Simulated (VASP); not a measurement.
# GaOsF6 (R-3) in VASP: single point with r2SCAN

Aim: the single point of GaOsF6 with r2SCAN.

Everything below comes from runs of VASP 6.6.1. Logs are shortened: lines on timing, memory, paths and dates and some standing lists are left out, and cuts for length are marked.

## Step 1: The cell of the first run

It takes space group R-3 (No. 148, trigonal). Conventional cell: a = 7.063 Å, b = 7.063 Å, c = 7.382 Å, α = 90.00°, β = 90.00°, γ = 120.00°. Os (site symmetry -3) has 12 F at 2.78 to 3.02 Å and 2 Ga at 3.69 Å within 3.7 Å. Within 2.2 Å of Ga (site symmetry -3) lie 6 F at 1.68 Å. F (site symmetry 1) has 1 Ga at 1.68 Å within 2.2 Å.

## Step 2: Single point, r2SCAN

POSCAR

```
GaOsF6
1.0
    3.5315035500      2.0389166500      2.4606771200
   -3.5315035500      2.0389166500      2.4606771200
    0.0000000000     -4.0778322800      2.4606771200
Os Ga F
1 1 6
Direct
    0.5000000000      0.5000000000      0.5000000000
    0.0000000000      0.0000000000      0.0000000000
    0.1993000000      0.2839000000      0.9179000000
    0.9179000000      0.1993000000      0.2839000000
    0.2839000000      0.9179000000      0.1993000000
    0.8007000000      0.7161000000      0.0821000000
    0.0821000000      0.8007000000      0.7161000000
    0.7161000000      0.0821000000      0.8007000000
```

INCAR.step1

```
  ALGO = Normal
  EDIFF = 1E-5
  ENCUT = 660
  GGA = PE
  GGA_COMPAT = False
  ISMEAR = -1
  LASPH = True
  LCHARG = False
  LREAL = False
  LWAVE = True
  NBANDS = 46
  NELM = 120
  PREC = Accurate
  SIGMA = 0.1
```

INCAR.step2

```
  ALGO = Normal
  EDIFF = 1E-6
  ENCUT = 660
  GGA_COMPAT = False
  ISIF = 2
  ISMEAR = -1
  ISTART = 1
  LASPH = True
  LCHARG = False
  LMIXTAU = True
  LREAL = False
  LWAVE = False
  METAGGA = R2SCAN
  NBANDS = 46
  NELM = 120
  PREC = Accurate
  SIGMA = 0.1
```

KPOINTS

```
k-points
0
Gamma
  6 6 6
```

Potentials or basis: VASP PAW PBE potentials, release 64 (Os_sv_GW, Ga_d, F).

Started as:

```
$ cat potpaw_PBE.64/Os_sv_GW/POTCAR potpaw_PBE.64/Ga_d/POTCAR potpaw_PBE.64/F/POTCAR > POTCAR
$ cp INCAR.step1 INCAR
$ mpirun -np 1 vasp_std > vasp.out
$ cp INCAR.step2 INCAR
$ mpirun -np 1 vasp_std > vasp.out
```

OUTCAR:

```text
EDIFF = 1E-6
   ENCUT = 660
   ISIF = 2
   ISMEAR = -1
   ISTART = 1
   LASPH = True
   LREAL = False
   METAGGA = R2SCAN
   NELM = 120
   PREC = Accurate

 ion  position               nearest neighbor table
   1  0.500  0.500  0.500-
   2  0.000  0.000  0.000-   5 1.68   8 1.68   7 1.68   4 1.68   3 1.68   6 1.68
   3  0.199  0.284  0.918-   2 1.68
   4  0.918  0.199  0.284-   2 1.68
   5  0.284  0.918  0.199-   2 1.68
   6  0.801  0.716  0.082-   2 1.68
   7  0.082  0.801  0.716-   2 1.68
   8  0.716  0.082  0.801-   2 1.68

  LATTYP: Found a trigonal (rhomboedric) cell.
 ALAT       =     4.7627334923
 COS(alpha) =    -0.0996050587

  Lattice vectors:

 A1 = (   3.5315035500,   2.0389166500,   2.4606771200)
 A2 = (  -3.5315035500,   2.0389166500,   2.4606771200)
 A3 = (   0.0000000000,  -4.0778322800,   2.4606771200)

Analysis of symmetry for initial positions (statically):
=====================================================================
 Subroutine PRICEL returns:
 Original cell was already a primitive cell.

 Routine SETGRP: Setting up the symmetry group for a
 trigonal (rhombohedral) supercell.

 Subroutine GETGRP returns: Found  6 space group operations
 (whereof  6 operations were pure point group operations)
 out of a pool of 12 trial point group operations.

The static configuration has the point symmetry S_6 .

Analysis of symmetry for dynamics (positions and initial velocities):
=====================================================================
 Subroutine PRICEL returns:
 Original cell was already a primitive cell.

 Routine SETGRP: Setting up the symmetry group for a
 trigonal (rhombohedral) supercell.

 Subroutine GETGRP returns: Found  6 space group operations
 (whereof  6 operations were pure point group operations)
 out of a pool of 12 trial point group operations.

The dynamic configuration has the point symmetry S_6 .

 Subroutine INISYM returns: Found  6 space group operations
 (whereof  6 operations are pure point group operations),
 and found     1 'primitive' translations

----------------------------------------------------------------------------------------

                                     Primitive cell

  volume of cell :     106.3078

  direct lattice vectors                    reciprocal lattice vectors
     3.531503550  2.038916650  2.460677120     0.141582754  0.081742770  0.135464057
    -3.531503550  2.038916650  2.460677120    -0.141582754  0.081742770  0.135464057
     0.000000000 -4.077832280  2.460677120     0.000000000 -0.163485540  0.135464091

  length of vectors
     4.762733492  4.762733492  4.762735348     0.212315962  0.212315962  0.212315900

  position of ions in fractional coordinates (direct lattice)
     0.500000000  0.500000000  0.500000000
     0.000000000  0.000000000  0.000000000
     0.199300000  0.283900000  0.917900000
     0.917900000  0.199300000  0.283900000
     0.283900000  0.917900000  0.199300000
     0.800700000  0.716100000  0.082100000
     0.082100000  0.800700000  0.716100000
     0.716100000  0.082100000  0.800700000

  ion indices of the primitive-cell ions
   primitive index   ion index
                 1           1
                 2           2
                 3           3
                 4           4
                 5           5
                 6           6
                 7           7
                 8           8

----------------------------------------------------------------------------------------

 KPOINTS: k-points

Automatic generation of k-mesh.
 Grid dimensions read from file:
 generate k-points for:    6    6    6

 Generating k-lattice:

  Cartesian coordinates                     Fractional coordinates (reciprocal lattice)
     0.023597126  0.013623795  0.022577343     0.166666667  0.000000000  0.000000000
    -0.023597126  0.013623795  0.022577343     0.000000000  0.166666667  0.000000000
     0.000000000 -0.027247590  0.022577348     0.000000000  0.000000000  0.166666667

  Length of vectors
     0.035385994  0.035385994  0.035385983

  Shift w.r.t. Gamma in fractional coordinates (k-lattice)
     0.000000000  0.000000000  0.000000000

 Subroutine IBZKPT returns following result:
 ===========================================

 Found     40 irreducible k-points:

 Following reciprocal coordinates:
            Coordinates               Weight
  0.000000  0.000000  0.000000      1.000000
  0.166667 -0.000000  0.000000      6.000000
  0.333333 -0.000000  0.000000      6.000000
  0.500000 -0.000000 -0.000000      3.000000
  0.166667  0.166667  0.000000      6.000000
  0.333333  0.166667  0.000000      6.000000
[... 16 lines left out ...]
  0.333333  0.333333  0.166667      6.000000
  0.500000  0.333333  0.166667      6.000000
 [... further k-points ...]
   k-points           NKPTS =     40   k-points in BZ     NKDIM =     40   number of bands    NBANDS=     46
   number of dos      NEDOS =    301   number of ions     NIONS =      8
   total plane-waves  NPLWV =  64000
   dimension x,y,z NGX =    40 NGY =   40 NGZ =   40
   dimension x,y,z NGXF=    80 NGYF=   80 NGZF=   80
   ions per type =               1   1   6
   NGX,Y,Z   is equivalent  to a cutoff of  13.96, 13.96, 13.96 a.u.
   NGXF,Y,Z  is equivalent  to a cutoff of  27.92, 27.92, 27.92 a.u.
 SYSTEM =  unknown system
   PREC   = accura    normal or accurate (medium, high low for compatibility)
   ISTART =      1    job   : 0-new  1-cont  2-samecut
   ICHARG =      0    charge: 1-file 2-atom 10-const
   ISPIN  =      1    spin polarized calculation?
   LNONCOLLINEAR =      F non collinear calculations
   LSORBIT =      F    spin-orbit coupling
   LASPH  =      T    aspherical Exc in radial PAW
   ENCUT  =  660.0 eV  48.51 Ry    6.96 a.u.   9.98  9.98  9.98*2*pi/ulx,y,z
   NELM   =    120;   NELMIN=  2; NELMDL=  0     # of ELM steps
   EDIFF  = 0.1E-05   stopping-criterion for ELM
   LREAL  =      F    real-space projection
   EDIFFG = 0.1E-04   stopping-criterion for IOM
   NSW    =      0    number of steps for IOM
   IBRION =     -1    ionic relax: 0-MD 1-quasi-New 2-CG
   NFREE  =      0    steps in history (QN), initial steepest desc. (CG)
   ISIF   =      2    stress and relaxation
   ISYM   =      2    0-nonsym 1-usesym 2-fastsym
   POTIM  = 0.5000    time-step for ionic-motion
   TEBEG  =    0.0;   TEEND  =   0.0 temperature during run
   PSTRESS=    0.0 pullay stress
   NELECT =      71.0000    total number of electrons
   NUPDOWN=      -1.0000    fix difference up-down
   EMIN   =  10.00;   EMAX   =-10.00  energy-range for DOS
   EFERMI =   0.00;   METHOD = LEGACY
   ISMEAR =    -1;   SIGMA  =   0.10  broadening in eV -4-tet -1-fermi 0-gaus
   EFERMI_NEDOS =   21; number of points for ismear=-14 and -15
   IALGO  =     38    algorithm
   IMIX   =      4    mixing-type and parameters
     AMIX     =   0.40;   BMIX     =  1.00
     AMIX_MAG =   1.60;   BMIX_MAG =  1.00
  volume/ion in A,a.u.               =      13.29        89.68
  Fermi-wavevector in a.u.,A,eV,Ry     =   1.430999  2.704196 27.861438  2.047758
  Thomas-Fermi vector in A             =   2.550783
   LORBIT       =      0    0 simple, 1 ext, 2 COOP (PROOUT), +10 PAW based schemes
   METAGGA = R2SCAN    functional components
   LHFCALC =     F    Hartree Fock is set to
   AEXX    =    0.0000 exact exchange contribution
   IVDW    =     0    specifies the selected vdW correction
   LEPSILON=     F    determine dielectric tensor
   LRPA    =     F    only Hartree local field effects (RPA)
 non-spin polarized calculation
  energy-cutoff  :      660.00
  volume of cell :      106.31
 maximum number of plane-waves:      4138
   NGX = 19   NGY = 19   NGZ = 19

 number of electron      70.9999993 magnetization

 Free energy of the ion-electron system (eV)
  ---------------------------------------------------
  ext. energy  EPLUGINS =         0.00000000
  ---------------------------------------------------
  free energy    TOTEN  =       -88.18010942 eV

  energy without entropy =      -87.93261802  energy(sigma->0) =      -88.05636372

 E-fermi :  -0.4608     XC(G=0): -10.4672

 val. band max:       -0.4615577873   @ k =  -0.3333   0.1667   0.0000
 cond. band min:      -0.4606331814   @ k =   0.3333  -0.1667   0.5000
 fundamental gap:      0.0009246059
 Fermi energy:        -0.4608342792

 k-point     1 :       0.0000    0.0000    0.0000
  band No.  band energies     occupation
      1     -88.7751      2.00000
      2     -47.4953      2.00000
      3     -47.4953      2.00000
      4     -47.2449      2.00000
      5     -24.3999      2.00000
      6     -23.0842      2.00000
[... 38 lines left out ...]
     45      14.3514      0.00000
     46      16.3714      0.00000

 k-point     2 :       0.1667   -0.0000    0.0000
  band No.  band energies     occupation
      1     -88.7751      2.00000
      2     -47.4954      2.00000
      3     -47.4953      2.00000
      4     -47.2449      2.00000
      5     -24.3783      2.00000
      6     -23.1074      2.00000
[... 38 lines left out ...]
     45      14.7286      0.00000
     46      15.8981      0.00000

 k-point     3 :       0.3333   -0.0000    0.0000
  band No.  band energies     occupation
      1     -88.7751      2.00000
      2     -47.4955      2.00000
      3     -47.4953      2.00000
      4     -47.2449      2.00000
      5     -24.3319      2.00000
      6     -23.1706      2.00000
[... 38 lines left out ...]
     45      15.0045      0.00000
     46      15.4829      0.00000

 k-point     4 :       0.5000   -0.0000   -0.0000
  band No.  band energies     occupation
      1     -88.7751      2.00000
      2     -47.4955      2.00000
      3     -47.4953      2.00000
      4     -47.2449      2.00000
      5     -24.3069      2.00000
      6     -23.2046      2.00000
[... 920 lines left out ...]
     45      14.8033      0.00000
     46      15.2758      0.00000

 k-point    23 :       0.3333    0.3333    0.1667
  band No.  band energies     occupation
      1     -88.7751      2.00000
      2     -47.4955      2.00000
      3     -47.4954      2.00000
      4     -47.2450      2.00000
      5     -24.2490      2.00000
      6     -23.1837      2.00000
[... 38 lines left out ...]
     45      14.7646      0.00000
     46      15.6125      0.00000

 k-point    24 :       0.5000    0.3333    0.1667
  band No.  band energies     occupation
      1     -88.7751      2.00000
      2     -47.4956      2.00000
      3     -47.4954      2.00000
      4     -47.2450      2.00000
      5     -24.2306      2.00000
      6     -23.1971      2.00000
[... 38 lines left out ...]
     45      14.6550      0.00000
     46      15.5026      0.00000

 [... further k-points ...]

------------------------ aborting loop because EDIFF is reached ----------------------------------------

  FORCE on cell =-STRESS in cart. coord.  units (eV):
  Direction    XX          YY          ZZ          XY          YZ          ZX
  --------------------------------------------------------------------------------------
  -------------------------------------------------------------------------------------
  Total        9.6416779      9.6416948     16.3626179     -0.0000044      0.0000023      0.0000000
  in kB      145.3109271    145.3111815    246.6030491     -0.0000656      0.0000341      0.0000000
  external PRESSURE =     179.0750526 kB  Pullay stress =       0.0000000 kB

 VOLUME and BASIS-vectors are now :
 -----------------------------------------------------------------------------
  energy-cutoff  :      660.00
  volume of cell :      106.31
      direct lattice vectors                 reciprocal lattice vectors
     3.531503550  2.038916650  2.460677120     0.141582754  0.081742770  0.135464057
    -3.531503550  2.038916650  2.460677120    -0.141582754  0.081742770  0.135464057
     0.000000000 -4.077832280  2.460677120     0.000000000 -0.163485540  0.135464091

 POSITION                                       TOTAL-FORCE (eV/Angst)
 -----------------------------------------------------------------------------------
      0.00000      0.00000      3.69102        -0.000000      0.000000     -0.000000
      0.00000      0.00000      0.00000        -0.000000     -0.000000     -0.000000
     -0.29877     -2.75784      3.44765        -1.015400      6.411126      4.623467
      2.53774      1.12018      3.44765        -5.044493     -4.084925      4.623467
     -2.23897      1.63766      3.44765         6.059893     -2.326199      4.623467
      0.29877      2.75784      3.93438         1.015400     -6.411126     -4.623467
     -2.53774     -1.12018      3.93438         5.044493      4.084925     -4.623467
      2.23897     -1.63766      3.93438        -6.059893      2.326199     -4.623467
 -----------------------------------------------------------------------------------
    total drift:                               -0.000000      0.000000      0.000000

  FREE ENERGIE OF THE ION-ELECTRON SYSTEM (eV)
  ---------------------------------------------------
  free  energy   TOTEN  =       -88.1801094185 eV

  energy  without entropy=      -87.9326180174  energy(sigma->0) =      -88.05636372
```

Run time: 21 min. Hardware: 1 thread of Intel Xeon Platinum 8488C (Sapphire Rapids), shared host; peak memory 0.44 GiB.

Results:

```
Free energy            : -88.1801 eV
Pressure               : 17.9 GPa
Largest force          : 7.969 eV/Å
Band gap on the k mesh : zero (an odd number of electrons rules out a gap without spin polarisation)
```

Forces in eV/Å, atoms in the order of the input:
```
Os   0.000  0.000  0.000
Ga   0.000  0.000  0.000
F   -1.015  6.411  4.623
F   -5.044 -4.085  4.623
F    6.060 -2.326  4.623
F    1.015 -6.411 -4.623
F    5.044  4.085 -4.623
F   -6.060  2.326 -4.623
```

Stress tensor (GPa, compression positive):
```
14.53  0.00  0.00
 0.00 14.53  0.00
 0.00  0.00 24.66
```

Levels at points of the mesh, in eV from the Fermi level:
```tsv
k point	band 32	band 33	band 34	band 35	band 36	band 37	band 38	band 39
(0.00, 0.00, 0.00)	-1.29	-0.83	-0.17	-0.17	0.39	0.39	0.44	1.97
(0.50, 0.00, 0.00)	-0.89	-0.73	-0.51	-0.39	-0.11	0.13	0.48	3.03
(0.50, 0.50, 0.00)	-1.08	-0.86	-0.58	-0.29	-0.08	0.33	0.50	3.36
(0.50, 0.50, 0.50)	-0.97	-0.97	-0.62	-0.62	0.14	0.14	0.36	3.25
```

Caveat: the cell stands under pressure; the PAW data sets were made with another functional, which shifts forces and pressure a little; spin-orbit coupling is left out, which moves the levels of the heavy elements; an odd number of electrons without spin polarisation forces a metal; a magnetic or distorted state may lie lower.
